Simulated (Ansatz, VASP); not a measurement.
# NbTe2Mo3: VASP beside Ansatz

```
CELL_PARAMETERS angstrom
5.51270 0.00000 0.00000
0.00000 5.51270 0.00000
0.00000 0.00000 4.77406
ATOMIC_POSITIONS crystal
Nb 0.50000 0.50000 0.00000
Te 0.00000 0.50000 0.00000
Te 0.50000 0.00000 0.00000
Mo 0.00000 0.00000 0.00000
Mo 0.00000 0.00000 0.50000
Mo 0.50000 0.50000 0.50000
```

Alike in both runs: functional PBE; k mesh 3 × 3 × 4; occupations gaussian, width 0.2 eV; no spin polarisation.

Ansatz relaxed the structure, and its values are those at the end. VASP's run is a single point on that final structure, the one shown.

|  | VASP | Ansatz |
| --- | --- | --- |
| version | VASP 6.6.1 | Ansatz 0.2.0 |
| potentials or method | VASP PAW PBE potentials, release 64 (Nb_sv, Te, Mo_sv), cutoff 500 eV | scalar-relativistic, plane waves, PAW |
| valence electrons in the cell | 67 | 87 |

|  | VASP | Ansatz | Ansatz less VASP |
| --- | --- | --- | --- |
| gap on the k mesh at the Fermi level (eV) | none | none | - |
| pressure (GPa) | 0.0 | 0.0 | -0.07 |

A gap of «none» marks a metal or a gap that the smearing closes. VASP's potentials hold 67 valence electrons a cell and Ansatz's 87, so a difference there can come from the potentials and not from the codes.

The k mesh is coarse, so the values compare programs but aren't converged. Spin-orbit coupling is off throughout.
